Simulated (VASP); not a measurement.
## Cd3Te2Se: relaxation of cell and atoms with PBE

Crystal: Cd3Te2Se.

```
Cd Te Se
1.0
     4.30617    0.00000    0.00000
    -2.15309    3.72925    0.00000
     0.00000    0.00000   10.54793
Cd Te Se
3 2 1
Direct
  0.00000 0.00000 0.00000
  0.33333 0.66667 0.66667
  0.66667 0.33333 0.33333
  0.33333 0.66667 0.91667
  0.00000 0.00000 0.25000
  0.66667 0.33333 0.58333
```

```yaml
Program: VASP 6.6.1
Task: relaxation of cell and atoms
Functional: PBE
Potentials_or_basis: VASP PAW PBE potentials, release 64 (Cd, Te, Se)
Cutoff: 600 eV
k_mesh: 6 × 6 × 2
Occupations: gaussian, width 0.1 eV
Spin: no spin polarisation
Dipole_correction: no
Further_INCAR_settings: ALGO = Normal; EDIFF = 1e-07; IBRION = 2; EDIFFG = -0.04; NSW = 90; ISIF = 3
```

```yaml
Relaxed_volume: 34.09 Å³/atom
Relaxed_cell: a = 4.589 Å, b = 4.589 Å, c = 11.216 Å, α = 90.00°, β = 90.00°, γ = 120.00°
Space_group_after_relaxing_to_0.1_Å: P3m1 (No. 156)
Energy_gained_by_relaxing: 199.3 meV/atom
Ionic_steps: 10
Pressure_after_relaxing: 0.1 GPa
Largest_force_after_relaxing: 0.011 eV/Å
Band_gap_on_the_k_mesh: 0.25 eV
```

Forces in eV/Å, atoms in the order of the input:
```
Cd   0.000  0.000 -0.011
Cd   0.000  0.000  0.001
Cd   0.000  0.000  0.005
Te   0.000  0.000  0.010
Te   0.000  0.000 -0.004
Se   0.000  0.000  0.000
```

The path:
| step | energy change (eV) | largest force (eV/Å) | pressure (GPa) | volume (Å³) |
| --- | --- | --- | --- | --- |
| 1 | 0.0000 | 0.9830 | 11.68 | 169.39 |
| 2 | -0.9721 | 0.2767 | -2.75 | 225.03 |
| 3 | -1.1430 | 0.4210 | -0.03 | 205.83 |
| 4 | -1.1431 | 0.4137 | -0.17 | 206.61 |
| 5 | -1.1587 | 0.3253 | -0.14 | 206.25 |
| 6 | -1.1858 | 0.1922 | 0.00 | 205.20 |
| 7 | -1.1878 | 0.2083 | 0.06 | 204.80 |
| 8 | -1.1946 | 0.1125 | -0.05 | 205.18 |
| 9 | -1.1948 | 0.0933 | -0.07 | 205.26 |
| 10 | -1.1958 | 0.0107 | 0.05 | 204.52 |

Final structure:
```xyz
6
Lattice="4.5886 0.0000 0.0000 -2.2943 3.9738 0.0000 0.0000 0.0000 11.2164" Properties=species:S:1:pos:R:3 pbc="T T T"
Cd    0.0000    0.0000    0.0071
Cd    0.0000    2.6492    7.3339
Cd    2.2943    1.3246    3.8793
Te    0.0000    2.6492   10.1992
Te    4.5886    0.0000    2.8603
Se    2.2943    1.3246    6.5653
```

Levels at points of the mesh, in eV from the valence-band top:
```
           k point  band 25  band 26  band 27  band 28  band 29  band 30
(0.00, 0.00, 0.00)    -0.20     0.00     0.00     0.25     1.80     2.14
(0.50, 0.00, 0.00)    -1.54    -1.16    -0.90     2.48     2.74     2.82
(0.00, 0.00, 0.50)    -0.33    -0.08    -0.08     1.14     1.87     2.03
(0.50, 0.00, 0.50)    -1.38    -0.82    -0.74     1.75     2.84     3.04
```

Wall time 16 min on 1 thread of Intel(R) Xeon(R) Platinum 8259CL CPU @ 2.50GHz (Skylake/Cascade Lake), with other jobs on the host, peak memory 0.39 GiB.

Caveat: the volume moved by over 15 % at a fixed basis, so the end points are rough; semilocal functionals underestimate gaps, and a narrow one can read as zero; spin-orbit coupling is left out, which moves the levels of the heavy elements.
